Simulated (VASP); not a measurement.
# ZnCd3O4 (P-4m2) in VASP: a series of runs

ZnCd3O4 is run at these levels: PBE; tasks: single point.

Everything below comes from runs of VASP 6.6.1. Logs are shortened: lines on timing, memory, paths and dates and some standing lists are left out, and cuts for length are marked.

## 1. The cell of the first run

The structure is tetragonal, space group P-4m2 (No. 115). The conventional cell has a = 3.517 Å, b = 3.517 Å, c = 10.102 Å, α = 90.00°, β = 90.00°, γ = 90.00°. Zn (site symmetry -4m2) has 4 O at 2.03 Å within 2.7 Å. Within 2.9 Å of Cd (site symmetry 2mm) lie 4 O at 2.22 Å. Cd (site symmetry -4m2) has 4 O at 2.22 Å within 2.9 Å. O (site symmetry 2mm) has 2 Zn at 2.03 Å and 2 Cd at 2.22 Å within 2.7 Å. O (site symmetry 2mm) has 4 Cd at 2.22 Å within 2.9 Å.

## 2. Single point, PBE

The input, INCAR:

```
SYSTEM = ZnCd3O4
ALGO = Normal
EDIFF = 1E-7
ENCUT = 520
GGA = PE
ISIF = 2
ISMEAR = 0
LASPH = .TRUE.
LCHARG = .TRUE.
LELF = .TRUE.
LREAL = .FALSE.
LVHAR = .TRUE.
LWAVE = .FALSE.
NBANDS = 46
NELM = 80
PREC = Accurate
SIGMA = 0.1
```

The input, KPOINTS:

```
k-points
0
G
  6 6 2
  0 0 0
```

The input, POSCAR:

```
ZnCd3O4
1.0
    3.5171179000      0.0000000000      0.0000000000
    0.0000000000      3.5171179000      0.0000000000
    0.0000000000      0.0000000000     10.1020988000
Zn Cd O
1 3 4
Direct
    0.5000000000      0.5000000000      0.0000000000
    0.0000000000      0.0000000000      0.7668010000
    0.0000000000      0.0000000000      0.2331990000
    0.5000000000      0.5000000000      0.5000000000
    0.5000000000      0.0000000000      0.9004830000
    0.0000000000      0.5000000000      0.0995170000
    0.5000000000      0.0000000000      0.3665610000
    0.0000000000      0.5000000000      0.6334390000
```

Potentials or basis: VASP PAW PBE potentials, release 64 (Zn, Cd, O).

Command:

```sh
> cat potpaw_PBE.64/Zn/POTCAR potpaw_PBE.64/Cd/POTCAR potpaw_PBE.64/O/POTCAR > POTCAR
> mpirun -np 1 vasp_std > vasp.out
```

OUTCAR:

```text
SYSTEM = ZnCd3O4
   EDIFF = 1E-7
   ENCUT = 520
   GGA = PE
   ISIF = 2
   ISMEAR = 0
   LASPH = .TRUE.
   LREAL = .FALSE.
   NELM = 80
   PREC = Accurate

 ion  position               nearest neighbor table
   1  0.500  0.500  0.000-   5 2.03   6 2.03   5 2.03   6 2.03
   2  0.000  0.000  0.767-   8 2.22   8 2.22   5 2.22   5 2.22   4 3.67   4 3.67   4 3.67   4 3.67

   3  0.000  0.000  0.233-   7 2.22   7 2.22   6 2.22   6 2.22   4 3.67   4 3.67   4 3.67   4 3.67

   4  0.500  0.500  0.500-   7 2.22   8 2.22   7 2.22   8 2.22   2 3.67   3 3.67   2 3.67   2 3.67
                             3 3.67   3 3.67   2 3.67   3 3.67
   5  0.500  0.000  0.900-   1 2.03   1 2.03   2 2.22   2 2.22
   6  0.000  0.500  0.100-   1 2.03   1 2.03   3 2.22   3 2.22
   7  0.500  0.000  0.367-   3 2.22   3 2.22   4 2.22   4 2.22
   8  0.000  0.500  0.633-   2 2.22   2 2.22   4 2.22   4 2.22

  LATTYP: Found a simple tetragonal cell.
 ALAT       =     3.5171179000
 C/A-ratio  =     2.8722661814

  Lattice vectors:

 A1 = (   3.5171179000,   0.0000000000,   0.0000000000)
 A2 = (   0.0000000000,   3.5171179000,   0.0000000000)
 A3 = (   0.0000000000,   0.0000000000,  10.1020988000)

Analysis of symmetry for initial positions (statically):
=====================================================================
 Subroutine PRICEL returns:
 Original cell was already a primitive cell.

 Routine SETGRP: Setting up the symmetry group for a
 simple tetragonal supercell.

 Subroutine GETGRP returns: Found  8 space group operations
 (whereof  8 operations were pure point group operations)
 out of a pool of 16 trial point group operations.

The static configuration has the point symmetry D_2d.

Analysis of symmetry for dynamics (positions and initial velocities):
=====================================================================
 Subroutine PRICEL returns:
 Original cell was already a primitive cell.

 Routine SETGRP: Setting up the symmetry group for a
 simple tetragonal supercell.

 Subroutine GETGRP returns: Found  8 space group operations
 (whereof  8 operations were pure point group operations)
 out of a pool of 16 trial point group operations.

The dynamic configuration has the point symmetry D_2d.

 Subroutine INISYM returns: Found  8 space group operations
 (whereof  8 operations are pure point group operations),
 and found     1 'primitive' translations

----------------------------------------------------------------------------------------

                                     Primitive cell

  volume of cell :     124.9642

  direct lattice vectors                    reciprocal lattice vectors
     3.517117900  0.000000000  0.000000000     0.284323707  0.000000000  0.000000000
     0.000000000  3.517117900  0.000000000     0.000000000  0.284323707  0.000000000
     0.000000000  0.000000000 10.102098800     0.000000000  0.000000000  0.098989331

  length of vectors
     3.517117900  3.517117900 10.102098800     0.284323707  0.284323707  0.098989331

  position of ions in fractional coordinates (direct lattice)
     0.500000000  0.500000000  0.000000000
     0.000000000  0.000000000  0.766801000
     0.000000000  0.000000000  0.233199000
     0.500000000  0.500000000  0.500000000
     0.500000000  0.000000000  0.900483000
     0.000000000  0.500000000  0.099517000
     0.500000000  0.000000000  0.366561000
     0.000000000  0.500000000  0.633439000

  ion indices of the primitive-cell ions
   primitive index   ion index
                 1           1
                 2           2
                 3           3
                 4           4
                 5           5
                 6           6
                 7           7
                 8           8

----------------------------------------------------------------------------------------

 KPOINTS: k-points

Automatic generation of k-mesh.
 Grid dimensions read from file:
 generate k-points for:    6    6    2

 Generating k-lattice:

  Cartesian coordinates                     Fractional coordinates (reciprocal lattice)
     0.047387285  0.000000000  0.000000000     0.166666667  0.000000000  0.000000000
     0.000000000  0.047387285  0.000000000     0.000000000  0.166666667  0.000000000
     0.000000000  0.000000000  0.049494665     0.000000000  0.000000000  0.500000000

  Length of vectors
     0.047387285  0.047387285  0.049494665

  Shift w.r.t. Gamma in fractional coordinates (k-lattice)
     0.000000000  0.000000000  0.000000000

 Subroutine IBZKPT returns following result:
 ===========================================

 Found     20 irreducible k-points:

 Following reciprocal coordinates:
            Coordinates               Weight
  0.000000  0.000000  0.000000      1.000000
  0.166667  0.000000  0.000000      4.000000
  0.333333  0.000000  0.000000      4.000000
  0.500000  0.000000  0.000000      2.000000
  0.166667  0.166667  0.000000      4.000000
  0.333333  0.166667  0.000000      8.000000
[... 12 lines left out ...]
  0.500000  0.333333  0.500000      4.000000
  0.500000  0.500000  0.500000      1.000000
   k-points           NKPTS =     20   k-points in BZ     NKDIM =     20   number of bands    NBANDS=     46
   number of dos      NEDOS =    301   number of ions     NIONS =      8
   total plane-waves  NPLWV =  62720
   dimension x,y,z NGX =    28 NGY =   28 NGZ =   80
   dimension x,y,z NGXF=    56 NGYF=   56 NGZF=  160
   ions per type =               1   3   4
   NGX,Y,Z   is equivalent  to a cutoff of  13.23, 13.23, 13.17 a.u.
   NGXF,Y,Z  is equivalent  to a cutoff of  26.47, 26.47, 26.33 a.u.
 SYSTEM =  ZnCd3O4
   PREC   = accura    normal or accurate (medium, high low for compatibility)
   ISTART =      0    job   : 0-new  1-cont  2-samecut
   ICHARG =      2    charge: 1-file 2-atom 10-const
   ISPIN  =      1    spin polarized calculation?
   LNONCOLLINEAR =      F non collinear calculations
   LSORBIT =      F    spin-orbit coupling
   LASPH  =      T    aspherical Exc in radial PAW
   ENCUT  =  520.0 eV  38.22 Ry    6.18 a.u.   6.54  6.54 18.78*2*pi/ulx,y,z
   NELM   =     80;   NELMIN=  2; NELMDL= -5     # of ELM steps
   EDIFF  = 0.1E-06   stopping-criterion for ELM
   LREAL  =      F    real-space projection
   EDIFFG = 0.1E-05   stopping-criterion for IOM
   NSW    =      0    number of steps for IOM
   IBRION =     -1    ionic relax: 0-MD 1-quasi-New 2-CG
   NFREE  =      0    steps in history (QN), initial steepest desc. (CG)
   ISIF   =      2    stress and relaxation
   ISYM   =      2    0-nonsym 1-usesym 2-fastsym
   POTIM  = 0.5000    time-step for ionic-motion
   TEBEG  =    0.0;   TEEND  =   0.0 temperature during run
   PSTRESS=    0.0 pullay stress
   NELECT =      72.0000    total number of electrons
   NUPDOWN=      -1.0000    fix difference up-down
   EMIN   =  10.00;   EMAX   =-10.00  energy-range for DOS
   EFERMI =   0.00;   METHOD = LEGACY
   ISMEAR =     0;   SIGMA  =   0.10  broadening in eV -4-tet -1-fermi 0-gaus
   EFERMI_NEDOS =   21; number of points for ismear=-14 and -15
   IALGO  =     38    algorithm
   IMIX   =      4    mixing-type and parameters
     AMIX     =   0.40;   BMIX     =  1.00
     AMIX_MAG =   1.60;   BMIX_MAG =  1.00
  volume/ion in A,a.u.               =      15.62       105.41
  Fermi-wavevector in a.u.,A,eV,Ry     =   1.362251  2.574281 25.248714  1.855728
  Thomas-Fermi vector in A             =   2.488757
   LORBIT       =      0    0 simple, 1 ext, 2 COOP (PROOUT), +10 PAW based schemes
   GGA     = PE    functional components
   LHFCALC =     F    Hartree Fock is set to
   AEXX    =    0.0000 exact exchange contribution
   IVDW    =     0    specifies the selected vdW correction
   LEPSILON=     F    determine dielectric tensor
   LRPA    =     F    only Hartree local field effects (RPA)
 non-spin polarized calculation
 Gauss-broadening in eV      SIGMA  =   0.10
  energy-cutoff  :      520.00
  volume of cell :      124.96
 maximum number of plane-waves:      3430
 NGX is ok and might be reduce to    28
   NGX = 13   NGY = 13   NGZ = 37

 number of electron      72.0000038 magnetization

 Free energy of the ion-electron system (eV)
  ---------------------------------------------------
  ext. energy  EPLUGINS =         0.00000000
  ---------------------------------------------------
  free energy    TOTEN  =       -31.86549807 eV

  energy without entropy =      -31.86265724  energy(sigma->0) =      -31.86407766

 E-fermi :   0.3856     XC(G=0): -10.1928

 val. band max:        0.3513163967   @ k =   0.0000   0.0000   0.0000
 cond. band min:       1.4828294071   @ k =   0.1667   0.0000   0.0000
 fundamental gap:      1.1315130103
 Fermi energy:         0.3855880611

 k-point     1 :       0.0000    0.0000    0.0000
  band No.  band energies     occupation
      1     -16.6954      2.00000
      2     -16.3378      2.00000
      3     -16.2854      2.00000
      4     -16.1256      2.00000
      5      -6.7265      2.00000
      6      -6.6493      2.00000
[... 38 lines left out ...]
     45      12.1657      0.00000
     46      12.1657      0.00000

 k-point     2 :       0.1667    0.0000    0.0000
  band No.  band energies     occupation
      1     -16.6310      2.00000
      2     -16.3050      2.00000
      3     -16.2674      2.00000
      4     -16.1294      2.00000
      5      -6.6497      2.00000
      6      -6.5923      2.00000
[... 38 lines left out ...]
     45      10.9604      0.00000
     46      11.4182      0.00000

 k-point     3 :       0.3333    0.0000    0.0000
  band No.  band energies     occupation
      1     -16.4779      2.00000
      2     -16.2501      2.00000
      3     -16.2326      2.00000
      4     -16.1477      2.00000
      5      -6.5715      2.00000
      6      -6.5108      2.00000
[... 822 lines left out ...]
     45       9.5544      0.00000
     46       9.6622      0.00000

 k-point    20 :       0.5000    0.5000    0.5000
  band No.  band energies     occupation
      1     -16.2034      2.00000
      2     -16.2034      2.00000
      3     -16.0885      2.00000
      4     -16.0885      2.00000
      5      -6.5175      2.00000
      6      -6.4954      2.00000
[... 38 lines left out ...]
     45       9.6930      0.00000
     46      10.1886      0.00000

------------------------ aborting loop because EDIFF is reached ----------------------------------------

  FORCE on cell =-STRESS in cart. coord.  units (eV):
  Direction    XX          YY          ZZ          XY          YZ          ZX
  --------------------------------------------------------------------------------------
  -------------------------------------------------------------------------------------
  Total        0.8214249      0.8214249      0.9023927      0.0000000     -0.0000000     -0.0000000
  in kB       10.5315666     10.5315666     11.5696630      0.0000000     -0.0000000     -0.0000000
  external PRESSURE =      10.8775988 kB  Pullay stress =       0.0000000 kB

 VOLUME and BASIS-vectors are now :
 -----------------------------------------------------------------------------
  energy-cutoff  :      520.00
  volume of cell :      124.96
      direct lattice vectors                 reciprocal lattice vectors
     3.517117900  0.000000000  0.000000000     0.284323707  0.000000000  0.000000000
     0.000000000  3.517117900  0.000000000     0.000000000  0.284323707  0.000000000
     0.000000000  0.000000000 10.102098800     0.000000000  0.000000000  0.098989331

 POSITION                                       TOTAL-FORCE (eV/Angst)
 -----------------------------------------------------------------------------------
      1.75856      1.75856      0.00000         0.000000     -0.000000      0.000000
      0.00000      0.00000      7.74630         0.000000     -0.000000     -0.004161
      0.00000      0.00000      2.35580        -0.000000     -0.000000      0.004161
      1.75856      1.75856      5.05105         0.000000      0.000000      0.000000
      1.75856      0.00000      9.09677        -0.000000     -0.000000      0.045727
      0.00000      1.75856      1.00533         0.000000     -0.000000     -0.045727
      1.75856      0.00000      3.70304         0.000000     -0.000000     -0.000583
      0.00000      1.75856      6.39906        -0.000000      0.000000      0.000583
 -----------------------------------------------------------------------------------
    total drift:                                0.000000      0.000000      0.000000

  FREE ENERGIE OF THE ION-ELECTRON SYSTEM (eV)
  ---------------------------------------------------
  free  energy   TOTEN  =       -31.8654980736 eV

  energy  without entropy=      -31.8626572368  energy(sigma->0) =      -31.86407766
```

Wall time 62 s (1 thread of Intel Xeon 6975P-C (Granite Rapids), shared host); peak memory 0.29 GiB.

What came out:

- Free energy: -31.8655 eV
- Pressure: 1.1 GPa
- Largest force: 0.046 eV/Å
- Band gap on the k mesh: zero (filled and empty bands touch)

Forces on the atoms (eV/Å):
```
Zn   0.000  0.000  0.000
Cd   0.000  0.000 -0.004
Cd   0.000  0.000  0.004
Cd   0.000  0.000  0.000
O    0.000  0.000  0.046
O    0.000  0.000 -0.046
O    0.000  0.000 -0.001
O    0.000  0.000  0.001
```

Stress tensor (GPa, compression positive):
```
1.05 0.00 0.00
0.00 1.05 0.00
0.00 0.00 1.16
```

## 3. Single point, PBE (volume scaled by 0.97, then relaxed in part)

The input, INCAR:

```
SYSTEM = ZnCd3O4
ALGO = Normal
EDIFF = 1E-7
ENCUT = 520
GGA = PE
ISIF = 2
ISMEAR = 0
LASPH = .True.
LCHARG = .False.
LREAL = .False.
LWAVE = .False.
NBANDS = 46
NELM = 60
PREC = Accurate
SIGMA = 0.1
```

The input, KPOINTS:

```
k-points
0
Gamma
  10 10 4
  0 0 0
```

The input, POSCAR:

```
ZnCd3O4
1.0
    3.4765068426      0.0000000000      0.0000000000
    0.0000000000      3.4765068426      0.0000000000
    0.0000000000      0.0000000000     10.0293092461
Zn Cd O
1 3 4
Direct
    0.5000000000      0.5000000000      0.0000000000
    0.0000000000      0.0000000000      0.7669117806
    0.0000000000      0.0000000000      0.2330882194
    0.5000000000      0.5000000000      0.5000000000
    0.5000000000      0.0000000000      0.9007574675
    0.0000000000      0.5000000000      0.0992425325
    0.5000000000      0.0000000000      0.3665137739
    0.0000000000      0.5000000000      0.6334862261
```

Potentials or basis: VASP PAW PBE potentials, release 64 (Zn, Cd, O).

Command:

```sh
> cat potpaw_PBE.64/Zn/POTCAR potpaw_PBE.64/Cd/POTCAR potpaw_PBE.64/O/POTCAR > POTCAR
> mpirun -np 1 vasp_std > vasp.out
```

OUTCAR:

```text
SYSTEM = ZnCd3O4
   EDIFF = 1E-7
   ENCUT = 520
   GGA = PE
   ISIF = 2
   ISMEAR = 0
   LASPH = .True.
   LREAL = .False.
   NELM = 60
   PREC = Accurate

 ion  position               nearest neighbor table
   1  0.500  0.500  0.000-   5 2.00   6 2.00   5 2.00   6 2.00   2 3.39   3 3.39   2 3.39   2 3.39
                             3 3.39   3 3.39   2 3.39   3 3.39
   2  0.000  0.000  0.767-   8 2.19   8 2.19   5 2.20   5 2.20   1 3.39   1 3.39   1 3.39   1 3.39
                             4 3.63   4 3.63   4 3.63   4 3.63
   3  0.000  0.000  0.233-   7 2.19   7 2.19   6 2.20   6 2.20   1 3.39   1 3.39   1 3.39   1 3.39
                             4 3.63   4 3.63   4 3.63   4 3.63
   4  0.500  0.500  0.500-   7 2.19   8 2.19   7 2.19   8 2.19   2 3.63   3 3.63   2 3.63   2 3.63
                             3 3.63   3 3.63   2 3.63   3 3.63
   5  0.500  0.000  0.901-   1 2.00   1 2.00   2 2.20   2 2.20
   6  0.000  0.500  0.099-   1 2.00   1 2.00   3 2.20   3 2.20
   7  0.500  0.000  0.367-   3 2.19   3 2.19   4 2.19   4 2.19
   8  0.000  0.500  0.633-   2 2.19   2 2.19   4 2.19   4 2.19

  LATTYP: Found a simple tetragonal cell.
 ALAT       =     3.4765068426
 C/A-ratio  =     2.8848812041

  Lattice vectors:
[... 193 lines left out ...]

 val. band max:        0.5993530533   @ k =   0.0000   0.0000   0.0000
 cond. band min:       1.0898027000   @ k =   0.0000   0.0000   0.2500
 fundamental gap:      0.4904496467
 Fermi energy:         0.6715584752

 k-point     1 :       0.0000    0.0000    0.0000
  band No.  band energies     occupation
      1     -16.6489      2.00000
      2     -16.2767      2.00000
      3     -16.2144      2.00000
      4     -16.0438      2.00000
      5      -6.6078      2.00000
      6      -6.5330      2.00000
[... 1165 lines left out ...]
     45      10.8695      0.00000
     46      11.5060      0.00000

 [... further k-points ...]
[... 5 lines left out ...]
  --------------------------------------------------------------------------------------
  -------------------------------------------------------------------------------------
  Total        3.3873273      3.3873273      3.4721674      0.0000000      0.0000000      0.0000000
  in kB       44.7724179     44.7724179     45.8938014      0.0000000      0.0000000      0.0000000
  external PRESSURE =      45.1462124 kB  Pullay stress =       0.0000000 kB

 VOLUME and BASIS-vectors are now :
 -----------------------------------------------------------------------------
  energy-cutoff  :      520.00
  volume of cell :      121.22
      direct lattice vectors                 reciprocal lattice vectors
     3.476506843  0.000000000  0.000000000     0.287645054  0.000000000  0.000000000
     0.000000000  3.476506843  0.000000000     0.000000000  0.287645054  0.000000000
     0.000000000  0.000000000 10.029309246     0.000000000  0.000000000  0.099707764

 POSITION                                       TOTAL-FORCE (eV/Angst)
 -----------------------------------------------------------------------------------
      1.73825      1.73825      0.00000        -0.000000     -0.000000      0.000000
      0.00000      0.00000      7.69160        -0.000000     -0.000000      0.002982
      0.00000      0.00000      2.33771         0.000000     -0.000000     -0.002982
      1.73825      1.73825      5.01465        -0.000000      0.000000      0.000000
      1.73825      0.00000      9.03398        -0.000000     -0.000000      0.046683
      0.00000      1.73825      0.99533        -0.000000     -0.000000     -0.046683
      1.73825      0.00000      3.67588        -0.000000     -0.000000      0.000685
      0.00000      1.73825      6.35343        -0.000000     -0.000000     -0.000685
 -----------------------------------------------------------------------------------
    total drift:                                0.000000      0.000000      0.000000

  FREE ENERGIE OF THE ION-ELECTRON SYSTEM (eV)
  ---------------------------------------------------
  free  energy   TOTEN  =       -31.8031056177 eV

  energy  without entropy=      -31.8023989251  energy(sigma->0) =      -31.80275227
```

Wall time 2.9 min (1 thread of Intel Xeon 6975P-C (Granite Rapids), shared host); peak memory 0.44 GiB.

What came out:

- Free energy: -31.8031 eV
- Pressure: 4.5 GPa
- Largest force: 0.047 eV/Å
- Band gap on the k mesh: zero (filled and empty bands touch)

Forces in eV/Å, atoms in the order of the input:
```
Zn   0.000  0.000  0.000
Cd   0.000  0.000  0.003
Cd   0.000  0.000 -0.003
Cd   0.000  0.000  0.000
O    0.000  0.000  0.047
O    0.000  0.000 -0.047
O    0.000  0.000  0.001
O    0.000  0.000 -0.001
```

Stress tensor (GPa, compression positive):
```
4.48 0.00 0.00
0.00 4.48 0.00
0.00 0.00 4.59
```

Levels at points of the mesh, in eV from the Fermi level:
```
           k point  band 32  band 33  band 34  band 35  band 36  band 37  band 38  band 39  band 40  band 41
(0.00, 0.00, 0.00)    -0.82    -0.82    -0.24    -0.21    -0.07    -0.07     2.66     2.87     5.01     7.33
(0.50, 0.00, 0.00)    -0.88    -0.70    -0.70    -0.65    -0.65     4.15     4.19     4.63     4.74     6.45
(0.50, 0.50, 0.00)    -1.96    -1.93    -1.93    -1.91    -1.71     4.83     4.83     6.64     6.64     7.25
(0.00, 0.00, 0.50)    -1.23    -0.37    -0.37    -0.26    -0.26     1.08     1.22     4.27     4.29     7.71
(0.50, 0.00, 0.50)    -1.05    -0.90    -0.70    -0.70    -0.65     4.22     4.22     4.62     4.73     6.47
(0.50, 0.50, 0.50)    -2.11    -2.04    -2.00    -1.86    -1.71     5.40     5.40     5.75     5.75     7.26
```

[end of part 1 of 2]
